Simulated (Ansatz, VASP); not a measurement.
**ScTl3SbBr3 in VASP and in Ansatz**

```
Sc Tl Sb Br
1.0
     4.20970    0.00000    0.00000
     0.00000    4.20970    0.00000
     0.00000    0.00000   15.88044
Sc Tl Sb Br
1 3 1 3
Direct
  0.00000 0.00000 0.00000
  0.00000 0.00000 0.20498
  0.50000 0.50000 0.50000
  0.00000 0.00000 0.79502
  0.50000 0.50000 0.00000
  0.50000 0.50000 0.27857
  0.00000 0.00000 0.50000
  0.50000 0.50000 0.72143
```

Change from the starting cell: species swapped into the Li3CuOF3 type (P4/mmm, No. 123).

Alike in both runs: task single point; functional PBE; k mesh 4 × 4 × 1; occupations gaussian, width 0.1 eV; collinear spin.

|  | VASP | Ansatz |
| --- | --- | --- |
| version | VASP 6.6.1 | Ansatz 0.2.0 |
| potentials or method | VASP PAW PBE potentials, release 64 (Sc_sv, Tl_d, Sb, Br), cutoff 520 eV | scalar-relativistic, plane waves, PAW |
| valence electrons in the cell | 76 | 86 |

|  | VASP | Ansatz | Ansatz less VASP |
| --- | --- | --- | --- |
| gap on the k mesh at the Fermi level (eV) | none | none | - |
| pressure (GPa) | 0.1 | 0.1 | +0.01 |
| rms of the force components (eV/Å) | 0.048 | 0.048 | 0.0000 |
| net moment per atom (μB) | 0.00 | 0.00 | 0.000 |

Atom by atom the forces differ by 0.000 eV/Å (rms over components). A gap of «none» marks a metal or a gap that the smearing closes. VASP's potentials hold 76 valence electrons a cell and Ansatz's 86, so a difference there can come from the potentials and not from the codes. Ansatz's warnings: seeded moment not kept.

The k mesh is coarse, so the values compare programs but aren't converged. Spin-orbit coupling is off throughout.
